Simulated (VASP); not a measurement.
MgH2: single point with RPBE

Crystal: MgH2.

```
Mg H
1.0
     0.00000    2.38107    2.38107
     2.38107    0.00000    2.38107
     2.38107    2.38107    0.00000
Mg H
1 2
Direct
  0.00000 0.00000 0.00000
  0.75000 0.75000 0.75000
  0.25000 0.25000 0.25000
```

```yaml
Program: VASP 6.6.1
Task: single point
Functional: RPBE
Potentials_or_basis: VASP PAW PBE potentials, release 64 (Mg, H)
Cutoff: 600 eV
k_mesh: 4 × 4 × 4
Occupations: gaussian, width 0.1 eV
Spin: no spin polarisation
```

The pressure is 1.2 GPa and the band gap on the k mesh is zero (band 2 reaches 3.89 eV, above the bottom of band 3 at 2.82 eV).

Levels at points of the mesh, in eV from the Fermi level:
| k point | band 1 | band 2 | band 3 | band 4 | band 5 | band 6 | band 7 |
| --- | --- | --- | --- | --- | --- | --- | --- |
| (0.00, 0.00, 0.00) | -9.65 | 1.09 | 9.65 | 9.65 | 9.65 | 12.34 | 12.34 |
| (0.50, 0.00, 0.00) | -5.43 | -5.33 | 7.11 | 7.61 | 9.37 | 9.37 | 9.51 |
| (0.50, 0.50, 0.00) | -5.46 | -2.13 | 0.03 | 5.07 | 5.07 | 8.39 | 17.09 |

Wall time 5.2 s on 1 thread of Intel(R) Xeon(R) Platinum 8259CL CPU @ 2.50GHz (Skylake/Cascade Lake), on a shared host, peak memory 0.15 GiB.

Caveat: the k points lie up to 0.57 Å⁻¹ apart; the PAW data sets were made with another functional, which shifts forces and pressure a little.
